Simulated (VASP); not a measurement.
# MnF2 (P4_2/mnm) in VASP: single point with PBEsol+U

Aim: the single point of MnF2 with PBEsol+U.

Program: VASP 6.6.1. These are calculated values, not measurements. Logs are shortened: lines on timing, memory, paths and dates and some standing lists are left out, and cuts for length are marked.

**1. The cell of the first run**

It takes space group P4_2/mnm (No. 136, tetragonal). Conventional cell: a = 4.874 Å, b = 4.874 Å, c = 3.311 Å, α = 90.00°, β = 90.00°, γ = 90.00°. Within 2.8 Å of Mn (site symmetry mmm) lie 6 F at 2.10 to 2.13 Å. F (site symmetry m2m) has 3 Mn at 2.10 to 2.13 Å and 1 F at 2.68 Å within 2.8 Å.

**2. Single point, PBEsol+U, collinear spin, antiferromagnetic start**

Contents of INCAR:

```
PREC = Accurate ; ENCUT = 520
EDIFF = 1E-7 ; ISMEAR = -1
SIGMA = 0.15 ; LREAL = False
LASPH = True ; NELM = 150
ALGO = Normal ; ISIF = 2
LWAVE = False ; LCHARG = False
ISPIN = 2 ; MAGMOM = 5.2 -5.2 0 0 0 0
LORBIT = 11 ; LMAXMIX = 4
LDAU = True ; LDAUTYPE = 2
LDAUL = 2 -1 ; LDAUU = 1.5 0
LDAUJ = 0 0 ; LDAUPRINT = 1
GGA = PS ; NBANDS = 40
```

Contents of KPOINTS:

```
regular mesh
0
Gamma
  5 5 7
```

Contents of POSCAR:

```
MnF2
1.0
    4.8738000000      0.0000000000      0.0000000000
    0.0000000000      4.8738000000      0.0000000000
    0.0000000000      0.0000000000      3.3107000000
Mn F
2 4
Direct
    0.0000000000      0.0000000000      0.0000000000
    0.5000000000      0.5000000000      0.5000000000
    0.3053000000      0.3053000000      0.0000000000
    0.1947000000      0.8053000000      0.5000000000
    0.6947000000      0.6947000000      0.0000000000
    0.8053000000      0.1947000000      0.5000000000
```

Potentials or basis: VASP PAW PBE potentials, release 64 (Mn_pv, F).

Launch:

```
cat potpaw_PBE.64/Mn_pv/POTCAR potpaw_PBE.64/F/POTCAR > POTCAR
mpirun -np 1 vasp_std > vasp.out
```

OUTCAR:

```text
PREC = Accurate
   ENCUT = 520
   EDIFF = 1E-7
   ISMEAR = -1
   LREAL = False
   LASPH = True
   NELM = 150
   ISIF = 2
   ISPIN = 2
   LORBIT = 11
   GGA = PS

 ion  position               nearest neighbor table
   1  0.000  0.000  0.000-   3 2.10   5 2.10   4 2.13   6 2.13   4 2.13   6 2.13
   2  0.500  0.500  0.500-   4 2.10   6 2.10   5 2.13   3 2.13   3 2.13   5 2.13
   3  0.305  0.305  0.000-   1 2.10   2 2.13   2 2.13
   4  0.195  0.805  0.500-   2 2.10   1 2.13   1 2.13
   5  0.695  0.695  0.000-   1 2.10   2 2.13   2 2.13
   6  0.805  0.195  0.500-   2 2.10   1 2.13   1 2.13

  LATTYP: Found a simple tetragonal cell.
 ALAT       =     4.8738000000
 C/A-ratio  =     0.6792851574

  Lattice vectors:

 A1 = (   4.8738000000,   0.0000000000,   0.0000000000)
 A2 = (   0.0000000000,   4.8738000000,   0.0000000000)
 A3 = (   0.0000000000,   0.0000000000,   3.3107000000)

Analysis of symmetry for initial positions (statically):
=====================================================================
 Subroutine PRICEL returns:
 Original cell was already a primitive cell.

 Routine SETGRP: Setting up the symmetry group for a
 simple tetragonal supercell.

 Subroutine GETGRP returns: Found 16 space group operations
 (whereof  8 operations were pure point group operations)
 out of a pool of 16 trial point group operations.

The static configuration has the point symmetry D_2h.
 The point group associated with its full space group is D_4h.

Analysis of symmetry for dynamics (positions and initial velocities):
=====================================================================
 Subroutine PRICEL returns:
 Original cell was already a primitive cell.

 Routine SETGRP: Setting up the symmetry group for a
 simple tetragonal supercell.

 Subroutine GETGRP returns: Found 16 space group operations
 (whereof  8 operations were pure point group operations)
 out of a pool of 16 trial point group operations.

The dynamic configuration has the point symmetry D_2h.
 The point group associated with its full space group is D_4h.

Analysis of structural, dynamic, and magnetic symmetry:
=====================================================================
 Subroutine PRICEL returns:
 Original cell was already a primitive cell.

 Routine SETGRP: Setting up the symmetry group for a
 simple tetragonal supercell.

 Subroutine GETGRP returns: Found 16 space group operations
 (whereof  8 operations were pure point group operations)
 out of a pool of 16 trial point group operations.

The overall configuration has the point symmetry D_2h.
 The point group associated with its full space group is D_4h.

 Subroutine INISYM returns: Found 16 space group operations
 (whereof  8 operations are pure point group operations),
 and found     1 'primitive' translations

----------------------------------------------------------------------------------------

                                     Primitive cell

  volume of cell :      78.6421

  direct lattice vectors                    reciprocal lattice vectors
     4.873800000  0.000000000  0.000000000     0.205178711  0.000000000  0.000000000
     0.000000000  4.873800000  0.000000000     0.000000000  0.205178711  0.000000000
     0.000000000  0.000000000  3.310700000     0.000000000  0.000000000  0.302050926

[... 159 lines left out ...]
  o =  0.0787  v =  0.0000  0.0000  0.0000  0.0000  0.0000 -0.7877  0.0000  0.6160 -0.0000 -0.0000      0.0000  0.0000  0.0000  0.0000  0.0000  0.0000  0.0000  0.0000  0.0000  0.0000
  o =  0.9363  v = -0.5964  0.0000 -0.8027  0.0000  0.0000  0.0000  0.0000  0.0000  0.0000  0.0000      0.0000  0.0000  0.0000  0.0000  0.0000  0.0000  0.0000  0.0000  0.0000  0.0000
  o =  0.9401  v =  0.0000 -0.7071  0.0000 -0.7071 -0.0000  0.0000  0.0000  0.0000  0.0000  0.0000      0.0000  0.0000  0.0000  0.0000  0.0000  0.0000  0.0000  0.0000  0.0000  0.0000
  o =  0.9407  v =  0.0000 -0.0000  0.0000  0.0000  1.0000  0.0000  0.0000  0.0000  0.0000  0.0000      0.0000  0.0000  0.0000  0.0000  0.0000  0.0000  0.0000  0.0000  0.0000  0.0000
  o =  0.9746  v =  0.0000  0.7071  0.0000 -0.7071  0.0000  0.0000  0.0000  0.0000  0.0000  0.0000      0.0000  0.0000  0.0000  0.0000  0.0000  0.0000  0.0000  0.0000  0.0000  0.0000
  o =  0.9761  v = -0.8027  0.0000  0.5964  0.0000 -0.0000  0.0000  0.0000  0.0000  0.0000  0.0000      0.0000  0.0000  0.0000  0.0000  0.0000  0.0000  0.0000  0.0000  0.0000  0.0000

atom =   2  type =  1  l = 2

 onsite density matrix

spin component  1

  0.0551  0.0000  0.0302  0.0000  0.0000
  0.0000  0.0463  0.0000  0.0253  0.0000
  0.0302  0.0000  0.0400  0.0000 -0.0000
  0.0000  0.0253  0.0000  0.0463  0.0000
  0.0000  0.0000 -0.0000  0.0000  0.0175

spin component  2

  0.9619  0.0000  0.0191  0.0000 -0.0000
  0.0000  0.9573  0.0000  0.0172  0.0000
  0.0191  0.0000  0.9505  0.0000  0.0000
  0.0000  0.0172  0.0000  0.9573  0.0000
 -0.0000  0.0000  0.0000  0.0000  0.9407

 occupancies and eigenvectors

  o =  0.0164  v = -0.6160  0.0000  0.7877 -0.0000  0.0000  0.0000  0.0000  0.0000  0.0000  0.0000      0.0000  0.0000  0.0000  0.0000  0.0000  0.0000  0.0000  0.0000  0.0000  0.0000
  o =  0.0175  v = -0.0000  0.0000  0.0000 -0.0000 -1.0000  0.0000  0.0000  0.0000  0.0000  0.0000      0.0000  0.0000  0.0000  0.0000  0.0000  0.0000  0.0000  0.0000  0.0000  0.0000
  o =  0.0210  v = -0.0000 -0.7071  0.0000  0.7071 -0.0000  0.0000  0.0000  0.0000  0.0000  0.0000      0.0000  0.0000  0.0000  0.0000  0.0000  0.0000  0.0000  0.0000  0.0000  0.0000
  o =  0.0716  v = -0.0000 -0.7071 -0.0000 -0.7071 -0.0000  0.0000  0.0000  0.0000  0.0000  0.0000      0.0000  0.0000  0.0000  0.0000  0.0000  0.0000  0.0000  0.0000  0.0000  0.0000
  o =  0.0787  v = -0.7877  0.0000 -0.6160  0.0000  0.0000  0.0000  0.0000  0.0000  0.0000  0.0000      0.0000  0.0000  0.0000  0.0000  0.0000  0.0000  0.0000  0.0000  0.0000  0.0000
  o =  0.9363  v =  0.0000  0.0000  0.0000  0.0000  0.0000 -0.5964  0.0000  0.8027  0.0000 -0.0000      0.0000  0.0000  0.0000  0.0000  0.0000  0.0000  0.0000  0.0000  0.0000  0.0000
  o =  0.9401  v =  0.0000  0.0000  0.0000  0.0000  0.0000  0.0000  0.7071 -0.0000 -0.7071 -0.0000      0.0000  0.0000  0.0000  0.0000  0.0000  0.0000  0.0000  0.0000  0.0000  0.0000
  o =  0.9407  v =  0.0000  0.0000  0.0000  0.0000  0.0000  0.0000  0.0000  0.0000 -0.0000  1.0000      0.0000  0.0000  0.0000  0.0000  0.0000  0.0000  0.0000  0.0000  0.0000  0.0000
  o =  0.9746  v =  0.0000  0.0000  0.0000  0.0000  0.0000  0.0000  0.7071  0.0000  0.7071  0.0000      0.0000  0.0000  0.0000  0.0000  0.0000  0.0000  0.0000  0.0000  0.0000  0.0000
  o =  0.9761  v =  0.0000  0.0000  0.0000  0.0000  0.0000 -0.8027  0.0000 -0.5964  0.0000  0.0000      0.0000  0.0000  0.0000  0.0000  0.0000  0.0000  0.0000  0.0000  0.0000  0.0000

 number of electron      54.0000032 magnetization       0.0000000

 Free energy of the ion-electron system (eV)
  ---------------------------------------------------
  ext. energy  EPLUGINS =         0.00000000
  ---------------------------------------------------
  free energy    TOTEN  =       -40.09560386 eV

  energy without entropy =      -40.09553287  energy(sigma->0) =      -40.09556836

 E-fermi :   3.7378     XC(G=0):  -9.9987

 val. band max:        2.1399214469   @ k =   0.4000   0.0000   0.0000
 cond. band min:       4.7218486972   @ k =   0.0000   0.0000   0.0000
 fundamental gap:      2.5819272503
 Fermi energy:         3.7377736616

 spin component 1

 k-point     1 :       0.0000    0.0000    0.0000
  band No.  band energies     occupation
      1     -46.7055      1.00000
      2     -46.6433      1.00000
      3     -46.6332      1.00000
      4     -41.7896      1.00000
      5     -41.7279      1.00000
      6     -41.7162      1.00000
[... 997 lines left out ...]
     38      12.5470      0.00000
     39      13.0551      0.00000
 Fermi energy:         3.7377736616

 spin component 2

 k-point     1 :       0.0000    0.0000    0.0000
  band No.  band energies     occupation
      1     -46.7055      1.00000
      2     -46.6433      1.00000
      3     -46.6332      1.00000
      4     -41.7896      1.00000
      5     -41.7279      1.00000
      6     -41.7162      1.00000
[... 997 lines left out ...]
     38      12.6940      0.00000
     39      12.7915      0.00000
 [bands above 39 left out]

------------------------ aborting loop because EDIFF is reached ----------------------------------------

  FORCE on cell =-STRESS in cart. coord.  units (eV):
  Direction    XX          YY          ZZ          XY          YZ          ZX
  --------------------------------------------------------------------------------------
  -------------------------------------------------------------------------------------
  Total       -0.3560369     -0.3560369     -0.5664924      0.0000000      0.0000000      0.0000000
  in kB       -7.2535459     -7.2535459    -11.5411593      0.0000000      0.0000000      0.0000000
  external PRESSURE =      -8.6827503 kB  Pullay stress =       0.0000000 kB

 VOLUME and BASIS-vectors are now :
 -----------------------------------------------------------------------------
  energy-cutoff  :      520.00
  volume of cell :       78.64
      direct lattice vectors                 reciprocal lattice vectors
     4.873800000  0.000000000  0.000000000     0.205178711  0.000000000  0.000000000
     0.000000000  4.873800000  0.000000000     0.000000000  0.205178711  0.000000000
     0.000000000  0.000000000  3.310700000     0.000000000  0.000000000  0.302050926

 POSITION                                       TOTAL-FORCE (eV/Angst)
 -----------------------------------------------------------------------------------
      0.00000      0.00000      0.00000        -0.000000      0.000000      0.000000
      2.43690      2.43690      1.65535        -0.000000      0.000000      0.000000
      1.48797      1.48797      0.00000        -0.030051     -0.030051     -0.000000
      0.94893      3.92487      1.65535         0.030051     -0.030051     -0.000000
      3.38583      3.38583      0.00000         0.030051      0.030051      0.000000
      3.92487      0.94893      1.65535        -0.030051      0.030051      0.000000
 -----------------------------------------------------------------------------------
    total drift:                                0.000000      0.000000      0.000000

  FREE ENERGIE OF THE ION-ELECTRON SYSTEM (eV)
  ---------------------------------------------------
  free  energy   TOTEN  =       -40.0956038597 eV

  energy  without entropy=      -40.0955328682  energy(sigma->0) =      -40.09556836

 total charge

# of ion       s       p       d       tot
------------------------------------------
    1        0.166   6.149   4.954  11.269
    2        0.166   6.149   4.954  11.269
    3        1.732   4.354   0.000   6.086
    4        1.732   4.354   0.000   6.086
    5        1.732   4.354   0.000   6.086
    6        1.732   4.354   0.000   6.086
--------------------------------------------------
tot          7.259  29.715   9.908  46.882

 magnetization (x)

# of ion       s       p       d       tot
------------------------------------------
    1        0.018   0.017   4.554   4.589
    2       -0.018  -0.017  -4.554  -4.589
    3       -0.002  -0.020   0.000  -0.023
    4        0.002   0.020   0.000   0.023
    5       -0.002  -0.020   0.000  -0.023
    6        0.002   0.020   0.000   0.023
--------------------------------------------------
tot          0.000   0.000   0.000   0.000
```

It took 74 s on 1 thread of AMD EPYC 9R45 (Zen 5), shared host; peak memory 0.24 GiB.

Results:

* Free energy: -40.0956 eV
* Pressure: -0.9 GPa
* Largest force: 0.042 eV/Å
* Band gap on the k mesh: 2.58 eV (least direct gap 2.63 eV)
* Net moment: 0.00 μB per cell
* Site moments: Mn +4.59, -4.59; F -0.02, +0.02 (each value once) μB
* Valence electrons inside the program's atomic spheres: Mn 11.27; F 6.09

Forces in eV/Å, atoms in the order of the input:
```
Mn   0.000  0.000  0.000
Mn   0.000  0.000  0.000
F   -0.030 -0.030  0.000
F    0.030 -0.030  0.000
F    0.030  0.030  0.000
F   -0.030  0.030  0.000
```

Stress tensor (GPa, compression positive):
```
-0.73  0.00  0.00
 0.00 -0.73  0.00
 0.00  0.00 -1.15
```

Eigenvalues of the final occupation matrices:
| site | spin | trace | eigenvalues |
| --- | --- | --- | --- |
| site 1 d | 1 | 4.77 | 0.94 0.94 0.94 0.97 0.98 |
| site 1 d | 2 | 0.21 | 0.02 0.02 0.02 0.07 0.08 |
| site 2 d | 1 | 0.21 | 0.02 0.02 0.02 0.07 0.08 |
| site 2 d | 2 | 4.77 | 0.94 0.94 0.94 0.97 0.98 |

Caveat: the PAW data sets were made with another functional, which shifts forces and pressure a little. A k mesh can miss the band edges.
